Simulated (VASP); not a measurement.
# RuF2 in VASP: a series of runs

RuF2 is run at these levels: PBEsol; tasks: single point.

Program: VASP 6.6.1. These are calculated values, not measurements. Logs are shortened: lines on timing, memory, paths and dates and some standing lists are left out, and cuts for length are marked.

**1. The cell of the first run**

Symmetry: P-3m1, No. 164, trigonal system. The conventional cell has a = 3.220 Å, b = 3.220 Å, c = 4.306 Å, α = 90.00°, β = 90.00°, γ = 120.00°. Within 2.8 Å of Ru (site symmetry -3m) lie 6 F at 2.09 Å. Within 2.8 Å of F (site symmetry 3m) lie 3 Ru at 2.09 Å and 3 F at 2.67 Å.

**2. Single point, PBEsol**

File INCAR:

```
SYSTEM = RuF2
PREC = Accurate
ENCUT = 520
EDIFF = 1E-6
ISMEAR = 0
SIGMA = 0.05
LREAL = .FALSE.
LASPH = .TRUE.
NELM = 100
ALGO = Normal
ISIF = 2
LWAVE = .FALSE.
LCHARG = .FALSE.
GGA = PS
NBANDS = 21
```

File KPOINTS:

```
Automatic mesh
0
G
  12 12 8
  0 0 0
```

File POSCAR:

```
RuF2
1.0
    3.2196253729      0.0000000000      0.0000000000
   -1.6098126865      2.7882773636      0.0000000000
    0.0000000000      0.0000000000      4.3056267936
Ru F
1 2
Direct
    0.0000000000      0.0000000000      0.0000000000
    0.3333333333      0.6666666667      0.2223063709
    0.6666666667      0.3333333333      0.7776936291
```

Potentials or basis: VASP PAW PBE potentials, release 64 (Ru_pv, F).

Launch:

```sh
> cat potpaw_PBE.64/Ru_pv/POTCAR potpaw_PBE.64/F/POTCAR > POTCAR
> mpirun -np 1 vasp_std > vasp.out
```

OUTCAR:

```text
SYSTEM = RuF2
   PREC = Accurate
   ENCUT = 520
   EDIFF = 1E-6
   ISMEAR = 0
   LREAL = .FALSE.
   LASPH = .TRUE.
   NELM = 100
   ISIF = 2
   GGA = PS

 ion  position               nearest neighbor table
   1  0.000  0.000  0.000-   2 2.09   3 2.09   3 2.09   2 2.09   3 2.09   2 2.09
   2  0.333  0.667  0.222-   1 2.09   1 2.09   1 2.09
   3  0.667  0.333  0.778-   1 2.09   1 2.09   1 2.09

  LATTYP: Found a hexagonal cell.
 ALAT       =     3.2196253729
 C/A-ratio  =     1.3373067655

  Lattice vectors:

 A1 = (   3.2196253729,   0.0000000000,   0.0000000000)
 A2 = (  -1.6098126865,   2.7882773636,   0.0000000000)
 A3 = (   0.0000000000,   0.0000000000,   4.3056267936)

Analysis of symmetry for initial positions (statically):
=====================================================================
 Subroutine PRICEL returns:
 Original cell was already a primitive cell.

 Routine SETGRP: Setting up the symmetry group for a
 hexagonal supercell.

 Subroutine GETGRP returns: Found 12 space group operations
 (whereof 12 operations were pure point group operations)
 out of a pool of 24 trial point group operations.

The static configuration has the point symmetry D_3d.

Analysis of symmetry for dynamics (positions and initial velocities):
=====================================================================
 Subroutine PRICEL returns:
 Original cell was already a primitive cell.

 Routine SETGRP: Setting up the symmetry group for a
 hexagonal supercell.

 Subroutine GETGRP returns: Found 12 space group operations
 (whereof 12 operations were pure point group operations)
 out of a pool of 24 trial point group operations.

The dynamic configuration has the point symmetry D_3d.

 Subroutine INISYM returns: Found 12 space group operations
 (whereof 12 operations are pure point group operations),
 and found     1 'primitive' translations

----------------------------------------------------------------------------------------

                                     Primitive cell

  volume of cell :      38.6525

  direct lattice vectors                    reciprocal lattice vectors
     3.219625373  0.000000000  0.000000000     0.310595142  0.179322189  0.000000000
    -1.609812686  2.788277364  0.000000000     0.000000000  0.358644378  0.000000000
     0.000000000  0.000000000  4.305626794     0.000000000  0.000000000  0.232254222

  length of vectors
     3.219625373  3.219625373  4.305626794     0.358644378  0.358644378  0.232254222

  position of ions in fractional coordinates (direct lattice)
     0.000000000  0.000000000  0.000000000
     0.333333333  0.666666667  0.222306371
     0.666666667  0.333333333  0.777693629

  ion indices of the primitive-cell ions
   primitive index   ion index
                 1           1
                 2           2
                 3           3

----------------------------------------------------------------------------------------

 KPOINTS: Automatic mesh

Automatic generation of k-mesh.
 Grid dimensions read from file:
 generate k-points for:   12   12    8

 Generating k-lattice:

  Cartesian coordinates                     Fractional coordinates (reciprocal lattice)
     0.025882929  0.014943516  0.000000000     0.083333333 -0.000000000  0.000000000
     0.000000000  0.029887031  0.000000000     0.000000000  0.083333333  0.000000000
     0.000000000  0.000000000  0.029031778     0.000000000  0.000000000  0.125000000

  Length of vectors
     0.029887031  0.029887031  0.029031778

  Shift w.r.t. Gamma in fractional coordinates (k-lattice)
     0.000000000  0.000000000  0.000000000

 Subroutine IBZKPT returns following result:
 ===========================================

 Found    131 irreducible k-points:

 Following reciprocal coordinates:
            Coordinates               Weight
  0.000000  0.000000  0.000000      1.000000
  0.083333  0.000000  0.000000      6.000000
  0.166667  0.000000  0.000000      6.000000
  0.250000  0.000000  0.000000      6.000000
  0.333333  0.000000  0.000000      6.000000
  0.416667 -0.000000  0.000000      6.000000
[... 16 lines left out ...]
  0.166667  0.000000  0.125000      6.000000
  0.000000  0.166667  0.125000      6.000000
 [... further k-points ...]
   k-points           NKPTS =    131   k-points in BZ     NKDIM =    131   number of bands    NBANDS=     21
   number of dos      NEDOS =    301   number of ions     NIONS =      3
   total plane-waves  NPLWV =  18432
   dimension x,y,z NGX =    24 NGY =   24 NGZ =   32
   dimension x,y,z NGXF=    48 NGYF=   48 NGZF=   64
   ions per type =               1   2
   NGX,Y,Z   is equivalent  to a cutoff of  12.39, 12.39, 12.36 a.u.
   NGXF,Y,Z  is equivalent  to a cutoff of  24.78, 24.78, 24.71 a.u.
 SYSTEM =  RuF2
   PREC   = accura    normal or accurate (medium, high low for compatibility)
   ISTART =      0    job   : 0-new  1-cont  2-samecut
   ICHARG =      2    charge: 1-file 2-atom 10-const
   ISPIN  =      1    spin polarized calculation?
   LNONCOLLINEAR =      F non collinear calculations
   LSORBIT =      F    spin-orbit coupling
   LASPH  =      T    aspherical Exc in radial PAW
   ENCUT  =  520.0 eV  38.22 Ry    6.18 a.u.   5.99  5.99  8.01*2*pi/ulx,y,z
   NELM   =    100;   NELMIN=  2; NELMDL= -5     # of ELM steps
   EDIFF  = 0.1E-05   stopping-criterion for ELM
   LREAL  =      F    real-space projection
   EDIFFG = 0.1E-04   stopping-criterion for IOM
   NSW    =      0    number of steps for IOM
   IBRION =     -1    ionic relax: 0-MD 1-quasi-New 2-CG
   NFREE  =      0    steps in history (QN), initial steepest desc. (CG)
   ISIF   =      2    stress and relaxation
   ISYM   =      2    0-nonsym 1-usesym 2-fastsym
   POTIM  = 0.5000    time-step for ionic-motion
   TEBEG  =    0.0;   TEEND  =   0.0 temperature during run
   PSTRESS=    0.0 pullay stress
   NELECT =      28.0000    total number of electrons
   NUPDOWN=      -1.0000    fix difference up-down
   EMIN   =  10.00;   EMAX   =-10.00  energy-range for DOS
   EFERMI =   0.00;   METHOD = LEGACY
   ISMEAR =     0;   SIGMA  =   0.05  broadening in eV -4-tet -1-fermi 0-gaus
   EFERMI_NEDOS =   21; number of points for ismear=-14 and -15
   IALGO  =     38    algorithm
   IMIX   =      4    mixing-type and parameters
     AMIX     =   0.40;   BMIX     =  1.00
     AMIX_MAG =   1.60;   BMIX_MAG =  1.00
  volume/ion in A,a.u.               =      12.88        86.95
  Fermi-wavevector in a.u.,A,eV,Ry     =   1.470285  2.778436 29.412242  2.161739
  Thomas-Fermi vector in A             =   2.585560
   LORBIT       =      0    0 simple, 1 ext, 2 COOP (PROOUT), +10 PAW based schemes
   GGA     = PS    functional components
   LHFCALC =     F    Hartree Fock is set to
   AEXX    =    0.0000 exact exchange contribution
   IVDW    =     0    specifies the selected vdW correction
   LEPSILON=     F    determine dielectric tensor
   LRPA    =     F    only Hartree local field effects (RPA)
 non-spin polarized calculation
 Gauss-broadening in eV      SIGMA  =   0.05
  energy-cutoff  :      520.00
  volume of cell :       38.65
 maximum number of plane-waves:      1062
   NGX = 11   NGY = 11   NGZ = 17

 number of electron      28.0000019 magnetization

 Free energy of the ion-electron system (eV)
  ---------------------------------------------------
  ext. energy  EPLUGINS =         0.00000000
  ---------------------------------------------------
  free energy    TOTEN  =       -16.32264679 eV

  energy without entropy =      -16.32264679  energy(sigma->0) =      -16.32264679

 E-fermi :   5.2382     XC(G=0): -10.7888

 val. band max:        5.0480885524   @ k =   0.0000   0.0000   0.5000
 cond. band min:       5.5690566778   @ k =   0.0000   0.4167   0.3750
 fundamental gap:      0.5209681254
 Fermi energy:         5.2382131750

 k-point     1 :       0.0000    0.0000    0.0000
  band No.  band energies     occupation
      1     -37.6752      2.00000
      2     -37.6752      2.00000
      3     -37.3313      2.00000
      4     -20.9671      2.00000
      5     -20.0611      2.00000
      6      -3.6552      2.00000
[... 13 lines left out ...]
     20      17.2323      0.00000
     21      20.5317      0.00000

 k-point     2 :       0.0833    0.0000    0.0000
  band No.  band energies     occupation
      1     -37.6884      2.00000
      2     -37.6778      2.00000
      3     -37.3286      2.00000
      4     -20.9295      2.00000
      5     -20.0838      2.00000
      6      -3.6108      2.00000
[... 13 lines left out ...]
     20      17.2723      0.00000
     21      19.7956      0.00000

 k-point     3 :       0.1667    0.0000    0.0000
  band No.  band energies     occupation
      1     -37.7243      2.00000
      2     -37.6849      2.00000
      3     -37.3215      2.00000
      4     -20.8271      2.00000
      5     -20.1448      2.00000
      6      -3.4922      2.00000
[... 13 lines left out ...]
     20      17.3916      0.00000
     21      18.3137      0.00000

 k-point     4 :       0.2500    0.0000    0.0000
  band No.  band energies     occupation
      1     -37.7728      2.00000
      2     -37.6946      2.00000
      3     -37.3116      2.00000
      4     -20.6898      2.00000
      5     -20.2236      2.00000
      6      -3.3643      2.00000
[... 13 lines left out ...]
     20      16.7791      0.00000
     21      17.5981      0.00000

 k-point     5 :       0.3333    0.0000    0.0000
  band No.  band energies     occupation
      1     -37.8209      2.00000
      2     -37.7043      2.00000
      3     -37.3017      2.00000
      4     -20.5630      2.00000
      5     -20.2890      2.00000
      6      -3.4600      2.00000
[... 13 lines left out ...]
     20      16.6376      0.00000
     21      17.8762      0.00000
[... 382 lines left out ...]
     20      17.3558      0.00000
     21      19.8598      0.00000

 k-point    22 :       0.0000    0.0833    0.1250
  band No.  band energies     occupation
      1     -37.6884      2.00000
      2     -37.6778      2.00000
      3     -37.3290      2.00000
      4     -20.9148      2.00000
      5     -20.0999      2.00000
      6      -3.6253      2.00000
[... 13 lines left out ...]
     20      17.3467      0.00000
     21      19.9106      0.00000

 k-point    23 :       0.1667    0.0000    0.1250
  band No.  band energies     occupation
      1     -37.7242      2.00000
      2     -37.6849      2.00000
      3     -37.3217      2.00000
      4     -20.8116      2.00000
      5     -20.1619      2.00000
      6      -3.5221      2.00000
[... 13 lines left out ...]
     20      17.5381      0.00000
     21      18.4611      0.00000

 k-point    24 :       0.0000    0.1667    0.1250
  band No.  band energies     occupation
      1     -37.7242      2.00000
      2     -37.6849      2.00000
      3     -37.3217      2.00000
      4     -20.8160      2.00000
      5     -20.1567      2.00000
      6      -3.5652      2.00000
[... 13 lines left out ...]
     20      17.4709      0.00000
     21      18.4531      0.00000

 [... further k-points ...]
[... 5 lines left out ...]
  --------------------------------------------------------------------------------------
  -------------------------------------------------------------------------------------
  Total        0.0930482      0.0930482     -0.0547305     -0.0000000     -0.0000000      0.0000000
  in kB        3.8569221      3.8569221     -2.2686212     -0.0000000     -0.0000000      0.0000000
  external PRESSURE =       1.8150743 kB  Pullay stress =       0.0000000 kB

 VOLUME and BASIS-vectors are now :
 -----------------------------------------------------------------------------
  energy-cutoff  :      520.00
  volume of cell :       38.65
      direct lattice vectors                 reciprocal lattice vectors
     3.219625373  0.000000000  0.000000000     0.310595142  0.179322189  0.000000000
    -1.609812686  2.788277364  0.000000000     0.000000000  0.358644378  0.000000000
     0.000000000  0.000000000  4.305626794     0.000000000  0.000000000  0.232254222

 POSITION                                       TOTAL-FORCE (eV/Angst)
 -----------------------------------------------------------------------------------
      0.00000      0.00000      0.00000         0.000000      0.000000      0.000000
     -0.00000      1.85885      0.95717         0.000000     -0.000000      0.034917
      1.60981      0.92943      3.34846        -0.000000      0.000000     -0.034917
 -----------------------------------------------------------------------------------
    total drift:                                0.000000     -0.000000     -0.000000

  FREE ENERGIE OF THE ION-ELECTRON SYSTEM (eV)
  ---------------------------------------------------
  free  energy   TOTEN  =       -16.3226467885 eV

  energy  without entropy=      -16.3226467885  energy(sigma->0) =      -16.32264679
```

Run time: 83 s. Hardware: 1 thread of Oxide Virtual Turin-like, shared host; peak memory 0.18 GiB.

Results:

| Item | Value |
| --- | --- |
| Free energy | -16.3226 eV |
| Pressure | 0.2 GPa |
| Largest force | 0.035 eV/Å |
| Band gap on the k mesh | 0.52 eV (least direct gap 0.91 eV) |

Forces in eV/Å, atoms in the order of the input:
```
Ru   0.000  0.000  0.000
F    0.000  0.000  0.035
F    0.000  0.000 -0.035
```

Stress tensor (GPa, compression positive):
```
 0.39  0.00  0.00
 0.00  0.39  0.00
 0.00  0.00 -0.23
```

Caveat: semilocal functionals underestimate gaps, and a narrow one can read as zero; the PAW data sets were made with another functional, which shifts forces and pressure a little. A k mesh can miss the band edges.

**3. Single point, PBEsol**

File INCAR:

```
  PREC = Accurate
  ENCUT = 520
  EDIFF = 1E-6
  ISMEAR = 0
  SIGMA = 0.05
  LREAL = False
  LASPH = True
  NELM = 80
  ALGO = Normal
  ISIF = 2
  LWAVE = False
  LCHARG = False
  GGA = PS
  NBANDS = 21
```

File KPOINTS:

```
regular mesh
0
Gamma
  12 12 8
```

POSCAR is that of step 2.

Potentials or basis: VASP PAW PBE potentials, release 64 (Ru_pv, F).

Launch:

```sh
> cat potpaw_PBE.64/Ru_pv/POTCAR potpaw_PBE.64/F/POTCAR > POTCAR
> mpirun -np 1 vasp_std > vasp.out
```

Wall time 71 s (1 thread of Oxide Virtual Turin-like, shared host); peak memory 0.18 GiB.

It converged, with:

* Free energy: -16.3226 eV
* Pressure: 0.2 GPa
* Largest force: 0.035 eV/Å
* Band gap on the k mesh: 0.52 eV (least direct gap 0.91 eV)

Forces on the atoms (eV/Å):
```
Ru   0.000  0.000  0.000
F    0.000  0.000  0.035
F    0.000  0.000 -0.035
```

Stress tensor (GPa, compression positive):
```
 0.39  0.00  0.00
 0.00  0.39  0.00
 0.00  0.00 -0.23
```

Levels at points of the mesh, in eV from the valence-band top:
```tsv
k point	band 11	band 12	band 13	band 14	band 15	band 16	band 17	band 18
(0.00, 0.00, 0.00)	-5.80	-1.16	-1.16	-0.21	1.56	1.56	1.65	7.20
(0.50, 0.00, 0.00)	-6.69	-1.26	-0.70	-0.39	0.68	1.60	6.77	7.69
(0.00, 0.00, 0.50)	-6.54	-1.21	-1.21	0.00	1.64	1.64	3.80	4.44
(0.50, 0.00, 0.50)	-6.16	-1.04	-0.46	-0.40	0.58	1.57	7.12	8.35
```

Caveat: semilocal functionals underestimate gaps, and a narrow one can read as zero; the PAW data sets were made with another functional, which shifts forces and pressure a little.

**4. Single point, PBEsol (atom 3 (F) moved 0.08 Å along z)**

File INCAR:

```
PREC = Accurate ; ENCUT = 520
EDIFF = 1E-6 ; ISMEAR = 0
SIGMA = 0.05 ; LREAL = F
LASPH = T ; NELM = 100
ALGO = Normal ; ISIF = 2
LWAVE = F ; LCHARG = T
GGA = PS ; LELF = T
LVHAR = T ; NBANDS = 21
```

File KPOINTS:

```
Automatic mesh
0
Gamma
  12 12 8
```

POSCAR: that of step 3 with these lines changed.

```diff
@@ -10,2 +10,2 @@
     0.3333333333      0.6666666667      0.2223063709
-    0.6666666667      0.3333333333      0.7776936291
+    0.6666666667      0.3333333333      0.7962739668
```

Launch:

```sh
> cat potpaw_PBE.64/Ru_pv/POTCAR potpaw_PBE.64/F/POTCAR > POTCAR
> mpirun -np 1 vasp_std > vasp.out
```

Run time: 75 s. Hardware: 1 thread of Oxide Virtual Turin-like, shared host; peak memory 0.18 GiB.

Results (log left out):

- Free energy: -16.2910 eV
- Pressure: 3.5 GPa
- Largest force: 0.771 eV/Å
- Band gap on the k mesh: 0.43 eV (least direct gap 0.95 eV)

Forces in eV/Å, atoms in the order of the input:
```
Ru   0.000  0.000  0.752
F    0.000  0.000  0.019
F    0.000  0.000 -0.771
```

Stress tensor (GPa, compression positive):
```
4.18 0.00 0.00
0.00 4.18 0.00
0.00 0.00 2.18
```

Levels at points of the mesh, in eV from the valence-band top:
```tsv
k point	band 12	band 13	band 14	band 15	band 16	band 17
(0.00, 0.00, 0.00)	-1.28	-1.28	-0.28	1.64	1.64	1.71
(0.50, 0.00, 0.00)	-1.24	-0.90	-0.56	0.56	1.59	6.72
(0.00, 0.00, 0.50)	-1.33	-1.33	0.00	1.71	1.71	3.86
(0.50, 0.00, 0.50)	-1.05	-0.62	-0.58	0.47	1.56	6.92
```

Caveat: the cell differs from its parent crystal (atom 3 (F) moved 0.08 Å along z); the cell stands under pressure; semilocal functionals underestimate gaps, and a narrow one can read as zero; the PAW data sets were made with another functional, which shifts forces and pressure a little. A k mesh can miss the band edges.
